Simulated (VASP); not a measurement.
# MnS (Fm-3m) in VASP: further runs

The runs below take MnS through single point, with PBE.

Everything below comes from runs of VASP 6.6.1. Logs are shortened: lines on timing, memory, paths and dates and some standing lists are left out, and cuts for length are marked.

## Step 1: The cell of the first run

The structure is cubic, space group Fm-3m (No. 225). Conventional cell: a = 5.086 Å, b = 5.086 Å, c = 5.086 Å, α = 90.00°, β = 90.00°, γ = 90.00°. Mn (site symmetry m-3m) has 6 S at 2.54 Å within 3.4 Å. S (site symmetry m-3m) has 6 Mn at 2.54 Å within 3.4 Å.

## Step 2: Single point, PBE, collinear spin, antiferromagnetic start

Contents of INCAR:

```
SYSTEM = MnS
  PREC = Accurate
  ENCUT = 520
  EDIFF = 1E-6
  ISMEAR = 0
  SIGMA = 0.05
  LREAL = .FALSE.
  LASPH = .TRUE.
  NELM = 150
  ALGO = Normal
  ISIF = 2
  LWAVE = .FALSE.
  LCHARG = .TRUE.
  ISPIN = 2
  MAGMOM = 5 -5 0 0
  LORBIT = 11
  LMAXMIX = 4
  GGA = PE
  LELF = .TRUE.
  LVHAR = .TRUE.
  NBANDS = 31
```

Contents of KPOINTS:

```
Automatic mesh
0
G
  8 8 8
  0 0 0
```

Contents of POSCAR:

```
MnS
1.0
   -2.5431237759     -2.5431237759      5.0862475518
   -5.0862475518     -2.5431237759      2.5431237759
   -2.5431237759     -5.0862475518      2.5431237759
Mn S
2 2
Direct
    0.0000000000      0.0000000000      0.0000000000
    0.5000000000      0.5000000000      0.5000000000
    1.2500000000     -0.7500000000     -0.7500000000
    1.7500000000     -0.2500000000     -0.2500000000
```

Potentials or basis: VASP PAW PBE potentials, release 64 (Mn_pv, S).

Started as:

```
> cat potpaw_PBE.64/Mn_pv/POTCAR potpaw_PBE.64/S/POTCAR > POTCAR
> mpirun -np 1 vasp_std > vasp.out
```

OUTCAR:

```text
SYSTEM = MnS
   PREC = Accurate
   ENCUT = 520
   EDIFF = 1E-6
   ISMEAR = 0
   LREAL = .FALSE.
   LASPH = .TRUE.
   NELM = 150
   ISIF = 2
   ISPIN = 2
   LORBIT = 11
   GGA = PE

 ion  position               nearest neighbor table
   1  0.000  0.000  0.000-   4 2.54   4 2.54   4 2.54   3 2.54   3 2.54   3 2.54
   2  0.500  0.500  0.500-   3 2.54   3 2.54   3 2.54   4 2.54   4 2.54   4 2.54
   3  0.250  0.250  0.250-   1 2.54   1 2.54   1 2.54   2 2.54   2 2.54   2 2.54
   4  0.750  0.750  0.750-   2 2.54   2 2.54   2 2.54   1 2.54   1 2.54   1 2.54

  LATTYP: Found a trigonal (rhomboedric) cell.
 ALAT       =     6.2293556037
 COS(alpha) =     0.8333333333

  Lattice vectors:

 A1 = (  -2.5431237759,  -2.5431237759,   5.0862475518)
 A2 = (  -5.0862475518,  -2.5431237759,   2.5431237759)
 A3 = (  -2.5431237759,  -5.0862475518,   2.5431237759)

Analysis of symmetry for initial positions (statically):
=====================================================================
 Subroutine PRICEL returns following result:

  LATTYP: Found a face centered cubic cell.
 ALAT       =     5.0862475518
[... 12 lines left out ...]
 Subroutine GETGRP returns: Found 12 space group operations
 (whereof 12 operations were pure point group operations)
 out of a pool of 12 trial point group operations.

The static configuration has the point symmetry D_3d.

Analysis of symmetry for dynamics (positions and initial velocities):
=====================================================================
 Subroutine PRICEL returns following result:

  LATTYP: Found a face centered cubic cell.
 ALAT       =     5.0862475518
[... 12 lines left out ...]
 Subroutine GETGRP returns: Found 12 space group operations
 (whereof 12 operations were pure point group operations)
 out of a pool of 12 trial point group operations.

The dynamic configuration has the point symmetry D_3d.

Analysis of structural, dynamic, and magnetic symmetry:
=====================================================================
 Subroutine PRICEL returns following result:

  LATTYP: Found a face centered cubic cell.
 ALAT       =     5.0862475518
[... 12 lines left out ...]
 Subroutine GETGRP returns: Found 12 space group operations
 (whereof 12 operations were pure point group operations)
 out of a pool of 12 trial point group operations.

The overall configuration has the point symmetry D_3d.

 Subroutine INISYM returns: Found 12 space group operations
 (whereof 12 operations are pure point group operations),
 and found     2 'primitive' translations

----------------------------------------------------------------------------------------

                                     Primitive cell

  volume of cell :      32.8952

  direct lattice vectors                    reciprocal lattice vectors
     2.543123776 -2.543123776  0.000000000     0.196608598 -0.196608598  0.196608598
     0.000000000 -2.543123776 -2.543123776    -0.196608598 -0.196608598 -0.196608598
     2.543123776  0.000000000 -2.543123776     0.196608598  0.196608598 -0.196608598

  length of vectors
     3.596520135  3.596520135  3.596520135     0.340536081  0.340536081  0.340536081

  position of ions in fractional coordinates (direct lattice)
     0.000000000  0.000000000  0.000000000
     0.500000000  0.500000000  0.500000000

  ion indices of the primitive-cell ions
   primitive index   ion index
                 1           1
                 2           3

----------------------------------------------------------------------------------------

 KPOINTS: Automatic mesh

Automatic generation of k-mesh.
 Grid dimensions read from file:
 generate k-points for:    8    8    8

 Generating k-lattice:

  Cartesian coordinates                     Fractional coordinates (reciprocal lattice)
     0.012288037  0.012288037  0.036864112     0.125000000  0.000000000  0.000000000
    -0.036864112  0.012288037 -0.012288037     0.000000000  0.125000000  0.000000000
     0.012288037 -0.036864112 -0.012288037     0.000000000  0.000000000  0.125000000

  Length of vectors
     0.040754809  0.040754809  0.040754809

  Shift w.r.t. Gamma in fractional coordinates (k-lattice)
     0.000000000  0.000000000  0.000000000

 Subroutine IBZKPT returns following result:
 ===========================================

 Found     65 irreducible k-points:

 Following reciprocal coordinates:
            Coordinates               Weight
  0.000000  0.000000  0.000000      1.000000
  0.125000  0.000000  0.000000      6.000000
  0.250000  0.000000  0.000000      6.000000
  0.375000  0.000000  0.000000      6.000000
  0.500000  0.000000  0.000000      3.000000
  0.125000  0.125000  0.000000      6.000000
[... 16 lines left out ...]
  0.250000  0.125000  0.125000      6.000000
  0.375000  0.125000  0.125000      6.000000
 [... further k-points ...]
   k-points           NKPTS =     65   k-points in BZ     NKDIM =     65   number of bands    NBANDS=     31
   number of dos      NEDOS =    301   number of ions     NIONS =      4
   total plane-waves  NPLWV = 110592
   dimension x,y,z NGX =    48 NGY =   48 NGZ =   48
   dimension x,y,z NGXF=    96 NGYF=   96 NGZF=   96
   ions per type =               2   2
   NGX,Y,Z   is equivalent  to a cutoff of  12.81, 12.81, 12.81 a.u.
   NGXF,Y,Z  is equivalent  to a cutoff of  25.62, 25.62, 25.62 a.u.
 SYSTEM =  MnS
   PREC   = accura    normal or accurate (medium, high low for compatibility)
   ISTART =      0    job   : 0-new  1-cont  2-samecut
   ICHARG =      2    charge: 1-file 2-atom 10-const
   ISPIN  =      2    spin polarized calculation?
   LNONCOLLINEAR =      F non collinear calculations
   LSORBIT =      F    spin-orbit coupling
   LASPH  =      T    aspherical Exc in radial PAW
   ENCUT  =  520.0 eV  38.22 Ry    6.18 a.u.  11.58 11.58 11.58*2*pi/ulx,y,z
   NELM   =    150;   NELMIN=  2; NELMDL= -5     # of ELM steps
   EDIFF  = 0.1E-05   stopping-criterion for ELM
   LREAL  =      F    real-space projection
   EDIFFG = 0.1E-04   stopping-criterion for IOM
   NSW    =      0    number of steps for IOM
   IBRION =     -1    ionic relax: 0-MD 1-quasi-New 2-CG
   NFREE  =      0    steps in history (QN), initial steepest desc. (CG)
   ISIF   =      2    stress and relaxation
   ISYM   =      2    0-nonsym 1-usesym 2-fastsym
   POTIM  = 0.5000    time-step for ionic-motion
   TEBEG  =    0.0;   TEEND  =   0.0 temperature during run
   PSTRESS=    0.0 pullay stress
   NELECT =      38.0000    total number of electrons
   NUPDOWN=      -1.0000    fix difference up-down
   EMIN   =  10.00;   EMAX   =-10.00  energy-range for DOS
   EFERMI =   0.00;   METHOD = LEGACY
   ISMEAR =     0;   SIGMA  =   0.05  broadening in eV -4-tet -1-fermi 0-gaus
   EFERMI_NEDOS =   21; number of points for ismear=-14 and -15
   IALGO  =     38    algorithm
   IMIX   =      4    mixing-type and parameters
     AMIX     =   0.40;   BMIX     =  1.00
     AMIX_MAG =   1.60;   BMIX_MAG =  1.00
  volume/ion in A,a.u.               =      16.45       110.99
  Fermi-wavevector in a.u.,A,eV,Ry     =   1.363375  2.576404 25.290378  1.858790
  Thomas-Fermi vector in A             =   2.489783
   LORBIT       =     11    0 simple, 1 ext, 2 COOP (PROOUT), +10 PAW based schemes
   GGA     = PE    functional components
   LHFCALC =     F    Hartree Fock is set to
   AEXX    =    0.0000 exact exchange contribution
   IVDW    =     0    specifies the selected vdW correction
   LEPSILON=     F    determine dielectric tensor
   LRPA    =     F    only Hartree local field effects (RPA)
 spin polarized calculation
 Gauss-broadening in eV      SIGMA  =   0.05
  energy-cutoff  :      520.00
  volume of cell :       65.79
 maximum number of plane-waves:      1795
 NGX is ok and might be reduce to    48

 number of electron      37.9999994 magnetization      -0.0000000

 number of electron      37.9999994 magnetization       0.0000000

 Free energy of the ion-electron system (eV)
  ---------------------------------------------------
  ext. energy  EPLUGINS =         0.00000000
  ---------------------------------------------------
  free energy    TOTEN  =       -28.42628265 eV

  energy without entropy =      -28.42628265  energy(sigma->0) =      -28.42628265

 E-fermi :   7.4042     XC(G=0): -10.9842

 val. band max:        7.1611909933   @ k =   0.5000   0.5000   0.5000
 cond. band min:       7.7382778990   @ k =   0.5000   0.0000   0.0000
 fundamental gap:      0.5770869057
 Fermi energy:         7.4042434983

 spin component 1

 k-point     1 :       0.0000    0.0000    0.0000
  band No.  band energies     occupation
      1     -43.0515      1.00000
      2     -43.0515      1.00000
      3     -43.0479      1.00000
      4     -38.6434      1.00000
      5     -38.6434      1.00000
      6     -38.6170      1.00000
[... 805 lines left out ...]
     30      14.9630      0.00000
     31      15.4558      0.00000

 [... further k-points ...]

 spin component 2

 k-point     1 :       0.0000    0.0000    0.0000
  band No.  band energies     occupation
      1     -43.0515      1.00000
      2     -43.0515      1.00000
      3     -43.0479      1.00000
      4     -38.6434      1.00000
      5     -38.6434      1.00000
      6     -38.6170      1.00000
[... 805 lines left out ...]
     30      14.9630      0.00000
     31      15.4558      0.00000

 [... further k-points ...]
[... 5 lines left out ...]
  --------------------------------------------------------------------------------------
  -------------------------------------------------------------------------------------
  Total        0.8993509      0.8993509      0.8993509     -0.1082281      0.1082281      0.1082281
  in kB       21.9016710     21.9016710     21.9016710     -2.6356513      2.6356513      2.6356513
  external PRESSURE =      21.9016710 kB  Pullay stress =       0.0000000 kB

 VOLUME and BASIS-vectors are now :
 -----------------------------------------------------------------------------
  energy-cutoff  :      520.00
  volume of cell :       65.79
      direct lattice vectors                 reciprocal lattice vectors
    -2.543123776 -2.543123776  5.086247552     0.098304299  0.098304299  0.294912897
    -5.086247552 -2.543123776  2.543123776    -0.294912897  0.098304299 -0.098304299
    -2.543123776 -5.086247552  2.543123776     0.098304299 -0.294912897 -0.098304299

 POSITION                                       TOTAL-FORCE (eV/Angst)
 -----------------------------------------------------------------------------------
      0.00000      0.00000      0.00000        -0.000000     -0.000000     -0.000000
     -5.08625     -5.08625      5.08625         0.000000      0.000000     -0.000000
     -2.54312     -2.54312      2.54312        -0.000000      0.000000     -0.000000
     -7.62937     -7.62937      7.62937         0.000000     -0.000000      0.000000
 -----------------------------------------------------------------------------------
    total drift:                                0.000000      0.000000      0.000000

  FREE ENERGIE OF THE ION-ELECTRON SYSTEM (eV)
  ---------------------------------------------------
  free  energy   TOTEN  =       -28.4262826533 eV

  energy  without entropy=      -28.4262826533  energy(sigma->0) =      -28.42628265

 total charge

# of ion       s       p       d       tot
------------------------------------------
    1        0.222   6.181   4.980  11.382
    2        0.222   6.181   4.980  11.382
    3        1.326   2.429   0.000   3.754
    4        1.326   2.429   0.000   3.754
--------------------------------------------------
tot          3.096  17.218   9.959  30.273

 magnetization (x)

# of ion       s       p       d       tot
------------------------------------------
    1        0.016   0.015   4.078   4.109
    2       -0.016  -0.015  -4.078  -4.109
    3        0.000   0.000   0.000   0.000
    4        0.000   0.000   0.000   0.000
--------------------------------------------------
tot          0.000   0.000  -0.000  -0.000
```

Wall time 15 min (1 thread of Intel Xeon Platinum 8259CL at 2.50GHz (Skylake/Cascade Lake), shared host); peak memory 0.51 GiB.

The run converged, but its numbers aren't listed here, since they failed a check.

Caveat: the result breaks the symmetry of the cell; the antiferromagnetic order is the one typed at the start, and another may lie lower; semilocal functionals underestimate gaps, and a narrow one can read as zero.

## Step 3: Single point, PBE, collinear spin, antiferromagnetic start

This run uses another cell than the first one, of the same volume but with other edges.

Contents of INCAR:

```
ALGO = Normal
EDIFF = 1E-7
ENCUT = 520
GGA = PE
ISIF = 2
ISMEAR = 0
ISPIN = 2
LASPH = T
LCHARG = F
LMAXMIX = 4
LORBIT = 11
LREAL = F
LWAVE = F
MAGMOM = 5 -5 0 0
NBANDS = 31
NELM = 150
PREC = Accurate
SIGMA = 0.05
```

Contents of KPOINTS:

```
k-points
0
Gamma
  8 8 6
```

Contents of POSCAR:

```
MnS
1.0
    0.0000000000      2.5431237759     -2.5431237759
    0.0000000000      2.5431237759      2.5431237759
    5.0862475518      0.0000000000      0.0000000000
Mn S
2 2
Direct
    0.0000000000      0.0000000000      0.0000000000
    0.5000000000      0.5000000000      0.5000000000
    0.0000000000      1.0000000000      0.5000000000
    0.5000000000      1.5000000000      1.0000000000
```

Potentials or basis: VASP PAW PBE potentials, release 64 (Mn_pv, S).

Started as:

```
> cat potpaw_PBE.64/Mn_pv/POTCAR potpaw_PBE.64/S/POTCAR > POTCAR
> mpirun -np 1 vasp_std > vasp.out
```

Run time: 1.7 min. Hardware: 1 thread of Intel Xeon 6975P-C (Granite Rapids), shared host; peak memory 0.31 GiB.

Results (log left out):

```yaml
Free_energy: -28.2258 eV
Pressure: 1.8 GPa
Band_gap_on_the_k_mesh: zero (filled and empty bands overlap)
Net_moment: 0.00 μB per cell
Site_moments: Mn +4.14, -4.14; S -0.04, +0.04 μB
Valence_electrons_inside_the_program's_atomic_spheres: Mn 11.37; S 3.75
```

Stress tensor (GPa, compression positive):
```
1.62 0.00 0.00
0.00 1.94 0.00
0.00 0.00 1.94
```

Levels at points of the mesh, in eV from the Fermi level:
Spin up:
```csv
k point,band 16,band 17,band 18,band 19,band 20,band 21,band 22,band 23
"(0.00, 0.00, 0.00)",-3.04,-2.03,-2.02,-2.02,-0.71,0.27,0.64,0.64
"(0.50, 0.00, 0.00)",-2.95,-2.37,-2.18,0.33,0.70,0.79,1.14,1.14
"(0.50, 0.50, 0.00)",-3.72,-3.06,-2.79,-2.53,0.08,0.08,0.62,0.72
"(0.00, 0.00, 0.50)",-3.24,-2.04,-2.04,-1.60,-0.77,0.26,1.15,1.15
"(0.50, 0.00, 0.50)",-2.60,-2.57,-0.06,0.29,1.08,1.32,1.52,2.84
"(0.50, 0.50, 0.50)",-2.81,-2.79,-2.46,-2.20,0.71,0.71,0.90,1.28
```
Spin down:
| k point | band 16 | band 17 | band 18 | band 19 | band 20 | band 21 | band 22 | band 23 |
| --- | --- | --- | --- | --- | --- | --- | --- | --- |
| (0.00, 0.00, 0.00) | -3.04 | -2.03 | -2.02 | -2.02 | -0.71 | 0.27 | 0.64 | 0.64 |
| (0.50, 0.00, 0.00) | -2.95 | -2.37 | -2.18 | 0.33 | 0.70 | 0.79 | 1.14 | 1.14 |
| (0.50, 0.50, 0.00) | -3.72 | -3.06 | -2.79 | -2.53 | 0.08 | 0.08 | 0.62 | 0.72 |
| (0.00, 0.00, 0.50) | -3.24 | -2.04 | -2.04 | -1.60 | -0.77 | 0.26 | 1.15 | 1.15 |
| (0.50, 0.00, 0.50) | -2.60 | -2.57 | -0.06 | 0.29 | 1.08 | 1.32 | 1.52 | 2.84 |
| (0.50, 0.50, 0.50) | -2.81 | -2.79 | -2.46 | -2.20 | 0.71 | 0.71 | 0.90 | 1.28 |

Caveat: the antiferromagnetic order is the one typed at the start, and another may lie lower; semilocal functionals often make such compounds metallic where correlation or magnetic order opens a gap, which also shifts bond lengths.

## Step 4: Single point, PBE, collinear spin, ferromagnetic start

Contents of INCAR:

```
PREC = Accurate
ENCUT = 520
EDIFF = 1E-6
ISMEAR = 0
SIGMA = 0.05
LREAL = F
LASPH = T
NELM = 150
ALGO = Normal
ISIF = 2
LWAVE = F
LCHARG = F
ISPIN = 2
MAGMOM = 5 5 0 0
LORBIT = 11
LMAXMIX = 4
GGA = PE
NBANDS = 31
```

Contents of KPOINTS:

```
Automatic mesh
0
Gamma
  8 8 8
```

Contents of POSCAR:

```
MnS
1.0
   -2.5431237759     -2.5431237759      5.0862475518
   -5.0862475518     -2.5431237759      2.5431237759
   -2.5431237759     -5.0862475518      2.5431237759
Mn S
2 2
Direct
    0.0000000000      0.0000000000      0.0000000000
    0.5000000000      0.5000000000      0.5000000000
    1.2500000000     -0.7500000000     -0.7500000000
    1.7500000000     -0.2500000000     -0.2500000000
```

Started as:

```
> cat potpaw_PBE.64/Mn_pv/POTCAR potpaw_PBE.64/S/POTCAR > POTCAR
> mpirun -np 1 vasp_std > vasp.out
```

It took 3.8 min on 1 thread of Intel Xeon 6975P-C (Granite Rapids), shared host; peak memory 0.51 GiB.

It converged, with:

- Free energy: -28.1720 eV
- Pressure: 1.3 GPa
- Net moment: 9.10 μB per cell
- Site moments: Mn +4.13; S +0.10 μB
- Valence electrons inside the program's atomic spheres: Mn 11.38; S 3.74

Levels at points of the mesh, in eV from the Fermi level:
Spin up:
| k point | band 20 | band 21 | band 22 | band 23 | band 24 | band 25 | band 26 | band 27 | band 28 | band 29 |
| --- | --- | --- | --- | --- | --- | --- | --- | --- | --- | --- |
| (0.00, 0.00, 0.00) | -1.98 | -1.98 | -1.98 | 0.64 | 0.64 | 2.25 | 2.85 | 5.43 | 5.43 | 8.73 |
| (0.50, 0.00, 0.00) | -2.49 | -1.19 | -1.19 | -1.15 | -1.15 | 3.14 | 3.14 | 5.99 | 5.99 | 8.05 |
| (0.50, 0.50, 0.00) | -2.65 | -2.40 | -2.09 | 0.64 | 0.64 | 1.01 | 2.85 | 5.42 | 5.43 | 5.55 |
| (0.50, 0.50, 0.50) | -2.59 | -0.46 | -0.46 | -0.46 | -0.46 | 3.89 | 3.89 | 7.28 | 7.28 | 7.34 |
Spin down:
```csv
k point,band 12,band 13,band 14,band 15,band 16,band 17
"(0.00, 0.00, 0.00)",-1.78,-1.77,-1.77,0.09,0.09,0.10
"(0.50, 0.00, 0.00)",-4.46,-3.57,-3.57,0.18,0.18,1.26
"(0.50, 0.50, 0.00)",-3.68,-3.43,-3.42,-1.16,0.66,1.20
"(0.50, 0.50, 0.50)",-3.00,-3.00,-3.00,0.59,0.59,0.59
```

Caveat: semilocal functionals often make such compounds metallic where correlation or magnetic order opens a gap, which also shifts bond lengths; the run started ferromagnetic, and an antiferromagnetic order may lie lower in energy. With open d or f shells a metallic result of PBE can be an artefact of self-interaction; +U or a hybrid may open a gap.
